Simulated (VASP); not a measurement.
W: single point with PBE

Crystal: W.

```
CELL_PARAMETERS angstrom
-1.59217 1.59217 1.59217
1.59217 -1.59217 1.59217
1.59217 1.59217 -1.59217
ATOMIC_POSITIONS crystal
W 0.00000 0.00000 0.00000
```

| Property | Result |
| --- | --- |
| Program | VASP 6.6.1 |
| Task | single point |
| Functional | PBE |
| Potentials or basis | VASP PAW PBE potentials, release 64 (W_sv) |
| Cutoff | 520 eV |
| k mesh | 20 × 20 × 20 |
| Occupations | fermi-dirac, width 0.1 eV |
| Spin | no spin polarisation |

```json
{
  "Pressure": "0.3 GPa",
  "Band gap on the k mesh": "zero (band 7 reaches 16.21 eV, above the bottom of band 8 at 9.98 eV)"
}
```

Levels at points of the mesh, in eV from the Fermi level:
| k point | band 4 | band 5 | band 6 | band 7 | band 8 | band 9 | band 10 | band 11 |
| --- | --- | --- | --- | --- | --- | --- | --- | --- |
| (0.00, 0.00, 0.00) | -37.81 | -9.55 | -1.22 | -1.22 | -1.22 | 2.20 | 2.20 | 14.46 |
| (0.50, 0.00, 0.00) | -37.82 | -6.17 | -3.50 | 0.60 | 2.08 | 3.04 | 5.97 | 10.77 |
| (0.50, 0.50, 0.50) | -38.67 | -5.71 | -5.71 | 5.02 | 5.02 | 5.02 | 8.08 | 8.08 |

Run time: 51 s on 1 thread of Intel Xeon 8259CL (shared host), peak memory 0.18 GiB.

Caveat: spin-orbit coupling is left out, which moves the levels of the heavy elements.
